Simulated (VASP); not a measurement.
HfBi3O, 10 atoms in the cell. Symmetry: P4/nmm, No. 129, tetragonal system. The conventional cell has a = 3.632 Å, b = 3.632 Å, c = 19.805 Å, α = 90.00°, β = 90.00°, γ = 90.00°. Within 2.9 Å of Hf (site symmetry 4mm) lie 4 O at 2.17 Å. Bi (site symmetry 4mm) has 12 Bi at 3.25 to 3.81 Å within 4.3 Å. Within 4.3 Å of Bi (site symmetry 4mm) lie 4 Hf at 3.29 Å and 8 Bi at 3.63 to 4.15 Å and 4 O at 3.71 Å. Bi (site symmetry 4mm) has 12 Bi at 3.25 to 4.15 Å within 4.3 Å. O (site symmetry -4m2) has 4 Hf at 2.17 Å and 4 O at 2.57 Å within 2.9 Å. 

```yaml
Program: VASP 6.6.1
Task: single point
Functional: PBE
Potentials_or_basis: VASP PAW PBE potentials, release 64 (Hf_pv, Bi_d, O)
Cutoff: 520 eV
k_mesh: 8 × 8 × 2
Occupations: gaussian, width 0.1 eV
Spin: no spin polarisation
Dipole_correction: no
Further_INCAR_settings: ALGO = Normal; EDIFF = 1e-06; NBANDS = 72
```

Potentials or basis: VASP PAW PBE potentials, release 64 (Hf_pv, Bi_d, O).

Launch:

```console
$ cat potpaw_PBE.64/Hf_pv/POTCAR potpaw_PBE.64/Bi_d/POTCAR potpaw_PBE.64/O/POTCAR > POTCAR
$ mpirun -np 1 vasp_std > vasp.out
```

Hardware: 1 thread of Intel Xeon 6975P-C, with other jobs on the host.

**Question.** How long does it take, and how much memory?

**Answer.** Wall time 15 min on 1 thread of Intel Xeon 6975P-C, on a shared host, peak memory 0.62 GiB. Counts: scf iterations 20, k points 30.
